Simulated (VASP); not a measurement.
# Mg4Au in VASP: a series of runs, part 2 of 2

VASP 6.6.1.

## (4) Single point, PBE

Contents of INCAR:

```
ALGO = Fast
EDIFF = 1E-7
ENCUT = 520
GGA = PE
ISIF = 2
ISMEAR = 0
LASPH = True
LCHARG = True
LELF = True
LREAL = False
LVHAR = True
LWAVE = False
NBANDS = 18
NELM = 60
PREC = Accurate
SIGMA = 0.1
```

Contents of KPOINTS:

```
k-points
0
Gamma
  10 10 8
```

Contents of POSCAR:

```
Mg4Au
1.0
    2.2878739219     -5.3815575419      0.0000000000
    2.2878739219      5.3815575419      0.0000000000
    0.0000000000      0.0000000000      4.5999000026
Mg Au
4 1
Direct
    0.8567024030      0.1432975970      0.5000000000
    0.3545971501      0.6454028499      0.0000000000
    0.6454028499      0.3545971501      0.0000000000
    0.1432975970      0.8567024030      0.5000000000
    0.0000000000      0.0000000000      0.0000000000
```

Potentials or basis: VASP PAW PBE potentials, release 64 (Mg, Au).

Run with:

```bash
$ cat potpaw_PBE.64/Mg/POTCAR potpaw_PBE.64/Au/POTCAR > POTCAR
$ mpirun -np 1 vasp_std > vasp.out
```

OUTCAR:

```text
EDIFF = 1E-7
   ENCUT = 520
   GGA = PE
   ISIF = 2
   ISMEAR = 0
   LASPH = True
   LREAL = False
   NELM = 60
   PREC = Accurate

 ion  position               nearest neighbor table
   1  0.857  0.143  0.500-   5 2.77   5 2.77   4 3.08   3 3.23   3 3.23   4 3.24   4 3.24   2 3.24
                             2 3.24   2 3.24   2 3.24
   2  0.355  0.645  0.000-   5 2.77   5 2.77   3 3.13   3 3.21   3 3.21   4 3.23   4 3.23   1 3.24
                             1 3.24   1 3.24   1 3.24
   3  0.645  0.355  0.000-   5 2.77   5 2.77   2 3.13   2 3.21   2 3.21   1 3.23   1 3.23   4 3.24
[... 716 lines left out ...]
  -------------------------------------------------------------------------------------
  Total       -0.1544659     -0.1137790     -0.1091988     -0.0000000      0.0000000      0.0000000
  in kB       -2.1848658     -1.6093636     -1.5445784     -0.0000000      0.0000000      0.0000000
  external PRESSURE =      -1.7796026 kB  Pullay stress =       0.0000000 kB

 VOLUME and BASIS-vectors are now :
 -----------------------------------------------------------------------------
  energy-cutoff  :      520.00
  volume of cell :      113.27
      direct lattice vectors                 reciprocal lattice vectors
     2.287873922 -5.381557542  0.000000000     0.218543511 -0.092909905  0.000000000
     2.287873922  5.381557542  0.000000000     0.218543511  0.092909905  0.000000000
     0.000000000  0.000000000  4.599900003     0.000000000  0.000000000  0.217396030

 POSITION                                       TOTAL-FORCE (eV/Angst)
 -----------------------------------------------------------------------------------
      2.28787     -3.83923      2.29995        -0.000000      0.007969      0.000000
      2.28787      1.56499      0.00000        -0.000000     -0.005150      0.000000
      2.28787     -1.56499      0.00000        -0.000000      0.005150      0.000000
      2.28787      3.83923      2.29995        -0.000000     -0.007969      0.000000
      0.00000      0.00000      0.00000         0.000000     -0.000000      0.000000
 -----------------------------------------------------------------------------------
    total drift:                                0.000000      0.000000      0.000000

  FREE ENERGIE OF THE ION-ELECTRON SYSTEM (eV)
  ---------------------------------------------------
  free  energy   TOTEN  =       -10.5503038370 eV

  energy  without entropy=      -10.5367826352  energy(sigma->0) =      -10.54354324
```

OSZICAR:

```text
N       E                     dE             d eps       ncg     rms          rms(c)
DAV:   1     0.569492762354E+02    0.56949E+02   -0.66283E+03  5580   0.806E+02
DAV:   2    -0.877137340671E+01   -0.65721E+02   -0.59703E+02  6506   0.136E+02
DAV:   3    -0.111379809849E+02   -0.23666E+01   -0.23414E+01  7124   0.241E+01
DAV:   4    -0.111524080882E+02   -0.14427E-01   -0.14418E-01  6796   0.207E+00
DAV:   5    -0.111525651227E+02   -0.15703E-03   -0.15703E-03  6970   0.235E-01    0.558E+00
RMM:   6    -0.106313578283E+02    0.52121E+00   -0.22281E+00  5606   0.806E+00    0.202E+00
RMM:   7    -0.105713230819E+02    0.60035E-01   -0.95709E-02  5818   0.166E+00    0.112E+00
RMM:   8    -0.105514225794E+02    0.19901E-01   -0.33759E-02  5922   0.110E+00    0.309E-01
RMM:   9    -0.105505551707E+02    0.86741E-03   -0.81501E-03  6192   0.516E-01    0.238E-01
RMM:  10    -0.105503099482E+02    0.24522E-03   -0.25369E-03  6350   0.296E-01    0.570E-02
RMM:  11    -0.105503081936E+02    0.17546E-05   -0.40281E-04  6552   0.107E-01    0.484E-02
RMM:  12    -0.105503100075E+02   -0.18139E-05   -0.79667E-05  6955   0.403E-02    0.148E-02
RMM:  13    -0.105503043650E+02    0.56425E-05   -0.25628E-05  6409   0.264E-02    0.102E-02
RMM:  14    -0.105503038424E+02    0.52258E-06   -0.23403E-06  6764   0.818E-03    0.103E-03
RMM:  15    -0.105503040185E+02   -0.17604E-06   -0.42414E-07  5617   0.314E-03    0.279E-03
RMM:  16    -0.105503038826E+02    0.13584E-06   -0.58704E-08  4247   0.121E-03    0.815E-04
RMM:  17    -0.105503038370E+02    0.45650E-07   -0.12321E-08  3029   0.580E-04
   1 F= -.10550304E+02 E0= -.10543543E+02  d E =-.135212E-01
```

It took 8.9 min on 1 thread of Oxide Virtual Turin-like, shared host; peak memory 0.47 GiB.

What came out:

| Property | Result |
| --- | --- |
| Free energy | -10.5503 eV |
| Pressure | -0.2 GPa |
| Largest force | 0.008 eV/Å |

Forces on the atoms (eV/Å):
```
Mg   0.000  0.008  0.000
Mg   0.000 -0.005  0.000
Mg   0.000  0.005  0.000
Mg   0.000 -0.008  0.000
Au   0.000  0.000  0.000
```

Levels at points of the mesh, in eV from the Fermi level:
```csv
k point,band 7,band 8,band 9,band 10,band 11,band 12
"(0.00, 0.00, 0.00)",-1.95,-1.57,-0.25,1.10,1.56,1.66
"(0.50, 0.00, 0.00)",-4.39,-2.07,-1.80,1.34,2.05,2.73
"(0.50, 0.50, 0.00)",-4.61,-0.19,1.04,1.31,1.50,1.80
"(0.00, 0.00, 0.50)",-4.60,-0.33,-0.28,-0.02,1.64,2.16
"(0.50, 0.00, 0.50)",-3.04,-2.90,-1.61,-1.01,-0.43,-0.03
"(0.50, 0.50, 0.50)",-3.97,-3.12,-2.80,1.03,2.49,2.74
```

Caveat: spin-orbit coupling is left out, which moves the levels of the heavy elements.

## (5) Single point, PBE

This run uses another cell than the first one: it holds 10 atoms, not 5.

Contents of INCAR:

```
SYSTEM = Mg4Au
ALGO     = Fast           ! electronic algorithm
EDIFF    = 1E-6           ! SCF threshold, eV
ENCUT    = 520            ! plane-wave cutoff, eV
GGA      = PE             ! functional
ISIF     = 2              ! what is computed and relaxed
ISMEAR   = 0              ! smearing method
LASPH    = .TRUE.         ! aspherical terms in the spheres
LCHARG   = .FALSE.        ! write CHGCAR
LREAL    = .FALSE.        ! projectors in reciprocal space
LWAVE    = .FALSE.        ! write WAVECAR
NBANDS   = 30             ! bands
NELM     = 60             ! most SCF steps
PREC     = Accurate       ! precision mode
SIGMA    = 0.2            ! smearing width, eV
```

Contents of KPOINTS:

```
k-points
0
G
  6 4 4
  0 0 0
```

Contents of POSCAR:

```
Mg4Au
1.0
    0.0028804958      0.0017699759     -4.6314299905
   -2.2496973407     -5.3397482127      0.0030302109
   -6.8837890197      5.3963484916      0.0024012622
Mg Au
8 2
Direct
    0.4997847538      0.2864396540      0.5726315015
    0.5000157294      0.7870675848      0.0726968539
    0.0008170791      0.5314557756      0.8229326696
   -0.0007652794      0.0302147900      0.3218981708
   -0.0007868615      0.9692958258      0.6774198298
    0.0004623699      0.4689430911      0.1780758866
    0.5006103262      0.2135823387      0.9272971781
    0.4999414774      0.7128547222      0.4271180064
   -0.0002886263      0.4993826675      0.5004169562
    0.0002090314      0.0007635502     -0.0004870529
```

Potentials or basis: VASP PAW PBE potentials, release 64 (Mg, Au).

Run with:

```bash
$ cat potpaw_PBE.64/Mg/POTCAR potpaw_PBE.64/Au/POTCAR > POTCAR
$ mpirun -np 1 vasp_std > vasp.out
```

OUTCAR:

```text
SYSTEM = Mg4Au
   EDIFF = 1E-6
   ENCUT = 520
   GGA = PE
   ISIF = 2
   ISMEAR = 0
   LASPH = .TRUE.
   LREAL = .FALSE.
   NELM = 60
   PREC = Accurate

 ion  position               nearest neighbor table
   1  0.500  0.286  0.573-   9 2.77   9 2.77   8 3.06   8 3.23   5 3.23   5 3.24   7 3.24   3 3.24
                             3 3.25   4 3.27   4 3.27
   2  0.500  0.787  0.073-  10 2.78  10 2.78   7 3.06   7 3.23   4 3.23   6 3.24   8 3.24   4 3.24
                             6 3.24   3 3.26   3 3.26
   3  0.001  0.531  0.823-  10 2.75   9 2.78   5 3.12   5 3.17   6 3.22   7 3.24   7 3.24   1 3.24
                             1 3.25   2 3.26   2 3.26
   4  0.999  0.030  0.322-   9 2.76  10 2.78   6 3.12   6 3.16   5 3.22   2 3.23   8 3.23   8 3.24
                             2 3.24   1 3.27   1 3.27
   5  0.999  0.969  0.677-   9 2.76  10 2.77   3 3.12   3 3.17   4 3.22   1 3.23   1 3.24   7 3.24
                             7 3.25   8 3.26   8 3.27
   6  0.000  0.469  0.178-  10 2.75   9 2.78   4 3.12   4 3.16   3 3.22   8 3.23   2 3.24   8 3.24
                             2 3.24   7 3.26   7 3.27
   7  0.501  0.214  0.927-  10 2.77  10 2.77   2 3.06   2 3.23   3 3.24   3 3.24   1 3.24   5 3.24
                             5 3.25   6 3.26   6 3.27
[... 221 lines left out ...]
      1      -4.0285      2.00000
      2      -2.6883      2.00000
      3      -1.9800      2.00000
      4      -1.9037      2.00000
      5      -1.6639      2.00000
      6      -1.6407      2.00000
[... 781 lines left out ...]
     29       7.8170      0.00000
     30       8.5317      0.00000

 [... further k-points ...]
[... 5 lines left out ...]
  --------------------------------------------------------------------------------------
  -------------------------------------------------------------------------------------
  Total       -0.0338349     -0.2095428     -0.3923008     -0.0438281      0.0240222      0.0436130
  in kB       -0.2393706     -1.4824456     -2.7753967     -0.3100694      0.1699487      0.3085471
  external PRESSURE =      -1.4990710 kB  Pullay stress =       0.0000000 kB

 VOLUME and BASIS-vectors are now :
 -----------------------------------------------------------------------------
  energy-cutoff  :      520.00
  volume of cell :      226.47
      direct lattice vectors                 reciprocal lattice vectors
     0.002880496  0.001769976 -4.631429991    -0.000128823 -0.000068254 -0.215916141
    -2.249697341 -5.339748213  0.003030211    -0.110359698 -0.140779007 -0.000122439
    -6.883789020  5.396348492  0.002401262    -0.109202134  0.046008087 -0.000050335

 POSITION                                       TOTAL-FORCE (eV/Angst)
 -----------------------------------------------------------------------------------
     -4.58484      1.56149     -2.31248        -0.003590     -0.000989      0.001019
     -2.26965     -3.80956     -2.31323        -0.002415     -0.002311     -0.001850
     -6.86051      1.60299     -0.00020         0.002134      0.003210      0.003690
     -2.28097      1.57750     -4.62702        -0.016461     -0.002211     -0.005707
     -6.84096     -1.51843     -4.62322         0.015533     -0.001192     -0.005355
     -2.28082     -1.54308     -0.00029         0.008763     -0.005173      0.002625
     -6.86237      3.86443     -2.31567         0.002495     -0.001085      0.008340
     -4.54246     -1.50070     -2.31226        -0.001909      0.004558      0.002899
     -4.56534      0.03562     -4.62738         0.003817     -0.006908     -0.004132
     -6.88215      5.38964      0.00143        -0.008368      0.012103     -0.001529
 -----------------------------------------------------------------------------------
    total drift:                               -0.000013      0.000002      0.000003

  FREE ENERGIE OF THE ION-ELECTRON SYSTEM (eV)
  ---------------------------------------------------
  free  energy   TOTEN  =       -21.1889307480 eV

  energy  without entropy=      -21.1041941180  energy(sigma->0) =      -21.14656243
```

OSZICAR:

```text
N       E                     dE             d eps       ncg     rms          rms(c)
DAV:   1     0.126570791869E+03    0.12657E+03   -0.13805E+04  3120   0.101E+03
DAV:   2    -0.150903578796E+02   -0.14166E+03   -0.12960E+03  3696   0.159E+02
DAV:   3    -0.223291602195E+02   -0.72388E+01   -0.71323E+01  3864   0.328E+01
DAV:   4    -0.223921477407E+02   -0.62988E-01   -0.62937E-01  3556   0.339E+00
DAV:   5    -0.223928951917E+02   -0.74745E-03   -0.74742E-03  3698   0.415E-01    0.789E+00
RMM:   6    -0.213360150259E+02    0.10569E+01   -0.53438E+00  3123   0.101E+01    0.290E+00
RMM:   7    -0.212312614040E+02    0.10475E+00   -0.27488E-01  3188   0.212E+00    0.159E+00
RMM:   8    -0.211909867746E+02    0.40275E-01   -0.93748E-02  3192   0.136E+00    0.381E-01
RMM:   9    -0.211892807736E+02    0.17060E-02   -0.16891E-02  3413   0.573E-01    0.343E-01
RMM:  10    -0.211889260213E+02    0.35475E-03   -0.37627E-03  3489   0.306E-01    0.717E-02
RMM:  11    -0.211889351355E+02   -0.91142E-05   -0.70405E-04  3596   0.113E-01    0.711E-02
RMM:  12    -0.211889402489E+02   -0.51134E-05   -0.13805E-04  3792   0.466E-02    0.221E-02
RMM:  13    -0.211889315614E+02    0.86875E-05   -0.46800E-05  3496   0.292E-02    0.149E-02
RMM:  14    -0.211889307480E+02    0.81336E-06   -0.55000E-06  3233   0.100E-02
   1 F= -.21188931E+02 E0= -.21146562E+02  d E =-.847366E-01
```

stdout:

```text
POSCAR found type information on POSCAR MgAu
 POSCAR found :  2 types and      10 ions
 scaLAPACK will be used
 LDA part: xc-table for (Slater+PW92), standard interpolation
 POSCAR, INCAR and KPOINTS ok, starting setup
 FFT: planning ... GRIDC
 FFT: planning ... GRID_SOFT
 FFT: planning ... GRID
 WAVECAR not read
 entering main loop
```

Run time: 11 min. Hardware: 1 thread of Oxide Virtual Turin-like, shared host; peak memory 0.5 GiB.

Results:

```
Free energy            : -21.1889 eV
Pressure               : -0.1 GPa
Largest force          : 0.018 eV/Å
Band gap on the k mesh : zero (band 19 reaches 4.62 eV, above the bottom of band 20 at 2.26 eV)
```

Forces on the atoms (eV/Å):
```
Mg  -0.004 -0.001  0.001
Mg  -0.002 -0.002 -0.002
Mg   0.002  0.003  0.004
Mg  -0.016 -0.002 -0.006
Mg   0.016 -0.001 -0.005
Mg   0.009 -0.005  0.003
Mg   0.002 -0.001  0.008
Mg  -0.002  0.005  0.003
Au   0.004 -0.007 -0.004
Au  -0.008  0.012 -0.002
```

Stress tensor (GPa, compression positive):
```
-0.02 -0.03  0.03
-0.03 -0.15  0.02
 0.03  0.02 -0.28
```

Levels at points of the mesh, in eV from the Fermi level:
| k point | band 18 | band 19 | band 20 | band 21 | band 22 | band 23 |
| --- | --- | --- | --- | --- | --- | --- |
| (0.00, 0.00, 0.00) | -0.30 | 1.16 | 1.30 | 1.60 | 1.63 | 2.04 |
| (0.50, 0.00, 0.00) | -0.34 | -0.27 | -0.21 | 0.03 | 0.10 | 1.71 |
| (0.00, 0.50, 0.00) | 0.98 | 1.08 | 1.08 | 2.09 | 2.10 | 2.37 |
| (0.50, 0.50, 0.00) | -1.88 | -1.05 | -1.05 | 0.00 | 0.01 | 2.64 |
| (0.00, 0.00, 0.50) | -0.75 | 0.25 | 0.25 | 0.50 | 0.51 | 2.11 |
| (0.50, 0.00, 0.50) | -0.30 | -0.20 | -0.19 | 0.30 | 0.31 | 0.77 |
| (0.00, 0.50, 0.50) | 1.00 | 1.31 | 1.36 | 1.47 | 1.75 | 2.14 |
| (0.50, 0.50, 0.50) | -1.56 | -1.01 | -0.44 | -0.05 | 1.06 | 1.73 |

Caveat: spin-orbit coupling is left out, which moves the levels of the heavy elements.

## (6) Overview

```tsv
cell	k mesh	smearing	gap on the mesh (eV)	pressure (GPa)	largest force (eV/Å)
a = 5.867, b = 5.867, c = 4.598 Å, angles 90.0, 90.0, 134.3°, 5 atoms	4 × 4 × 4	gaussian 0.1 eV	none	0.0	0.07
a = 4.600, b = 5.848, c = 8.722 Å, angles 105.1, 90.0, 90.0°, 10 atoms	6 × 4 × 4	gaussian 0.2 eV	none	-0.2	0.01
a = 5.848, b = 5.848, c = 4.600 Å, angles 90.0, 90.0, 133.9°, 5 atoms	10 × 10 × 8	gaussian 0.1 eV	none	-0.2	0.01
a = 4.631, b = 5.794, c = 8.747 Å, angles 105.2, 90.0, 90.1°, 10 atoms	6 × 4 × 4	gaussian 0.2 eV	none	-0.1	0.02
```

Alike in all rows: task single point; level PBE; potentials or basis VASP PAW PBE potentials, release 64 (Mg, Au); no spin polarisation; cutoff (eV) 520.

Caveats: some runs use coarse meshes; spin-orbit coupling is left out, which moves the levels of the heavy elements.

Total energies depend on the potentials used, so only differences within one code and one set of settings carry meaning.
